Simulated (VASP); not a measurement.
The system is HfWS5.

```
Hf W S
1.0
     4.33915    0.00000    0.00000
     0.00000    4.33915    0.00000
     0.00000    0.00000    6.17267
Hf W S
1 1 5
Cartesian
  2.1696 2.1696 0.0000
  0.0000 0.0000 3.0863
  0.0000 2.1696 1.7512
  0.0000 2.1696 4.4214
  2.1696 0.0000 1.7512
  2.1696 0.0000 4.4214
  0.0000 0.0000 0.0000
```

The cell was built from a structure type or drawn by symmetry, and may not be a known phase.

| Property | Result |
| --- | --- |
| Program | VASP 6.6.1 |
| Task | relaxation of cell and atoms |
| Functional | PBE |
| Potentials or basis | VASP PAW PBE potentials, release 64 (Hf_pv, W_sv, S) |
| Cutoff | 600 eV |
| k mesh | 4 × 4 × 4 |
| Occupations | gaussian, width 0.1 eV |
| Spin | no spin polarisation |

At the start: pressure 0.7 GPa; volume 16.60 Å³/atom.

Where does the relaxation end?

Over 4 steps the energy falls by 2.8 meV/atom and the volume is 16.66 Å³/atom (+0.3 %); space group P4/mmm (No. 123, to 0.1 Å) before and after.

Step by step:
```csv
step,energy change (eV),largest force (eV/Å),pressure (GPa),volume (Å³)
1,0.0000,0.2170,0.71,116.22
2,-0.0123,0.1043,-0.86,117.47
3,-0.0124,0.0952,-0.99,117.57
4,-0.0195,0.0024,-0.03,116.61
```

Final structure:
```
CELL_PARAMETERS angstrom
4.37289 0.00000 0.00000
0.00000 4.37289 0.00000
0.00000 0.00000 6.09793
ATOMIC_POSITIONS crystal
Hf 0.50000 0.50000 0.00000
W 0.00000 0.00000 0.50000
S 0.00000 0.50000 0.28007
S 0.00000 0.50000 0.71993
S 0.50000 0.00000 0.28007
S 0.50000 0.00000 0.71993
S 0.00000 0.00000 0.00000
```

Caveat: the k points lie up to 0.36 Å⁻¹ apart in the final cell, too coarse for converged energies and pressures of a metal.
